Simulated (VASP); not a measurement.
**Pt: single point with PBEsol**

Pt:

```
Pt
1.0
     1.99821    1.99821    0.00000
    -1.99821    1.99821    0.00000
     0.00000    0.00000    3.87104
Pt
2
Cartesian
  0.0000 0.0000 0.0000
  0.0000 1.9982 1.9355
```

This cell differs from its parent crystal: biaxial strain in the a-b plane: +2.0 %.

```json
{
 "Program": "VASP 6.6.1",
 "Task": "single point",
 "Functional": "PBEsol",
 "Potentials or basis": "VASP PAW PBE potentials, release 64 (Pt)",
 "Cutoff": "520 eV",
 "k mesh": "18 × 18 × 14",
 "Occupations": "gaussian, width 0.1 eV",
 "Spin": "no spin polarisation",
 "Dipole correction": "no",
 "Further INCAR settings": "ALGO = Fast; EDIFF = 1e-06; NBANDS = 17"
}
```

| Property | Result |
| --- | --- |
| Pressure | -7.7 GPa |
| Band gap on the k mesh | zero (band 10 reaches 11.22 eV, above the bottom of band 11 at 9.40 eV) |

Stress tensor (GPa, compression positive):
```
-8.50  0.00  0.00
 0.00 -8.50  0.00
 0.00  0.00 -5.99
```

Levels at points of the mesh, in eV from the Fermi level:
```
           k point  band 8  band 9  band 10  band 11  band 12  band 13
(0.00, 0.00, 0.00)   -1.36    0.01     0.49     0.49     2.18     9.11
(0.50, 0.00, 0.00)   -2.51   -1.75    -1.75     1.61     1.61    10.98
(0.50, 0.50, 0.00)    0.32    0.61     0.61     1.57     1.57     8.31
(0.00, 0.00, 0.50)   -2.15   -2.15    -2.15    -0.94    -0.94    16.80
(0.50, 0.00, 0.50)   -0.43   -0.05    -0.05     0.14     0.14     5.63
(0.50, 0.50, 0.50)   -1.85    0.33     0.33     6.56     6.56     8.20
```

It took 71 s on 1 thread of Intel(R) Xeon(R) 6975P-C (Granite Rapids), on a shared host, peak memory 0.29 GiB.

Caveat: the cell differs from its parent crystal (biaxial strain in the a-b plane: +2.0 %); the PAW data sets were made with another functional, which shifts forces and pressure a little; spin-orbit coupling is left out, which moves the levels of the heavy elements.
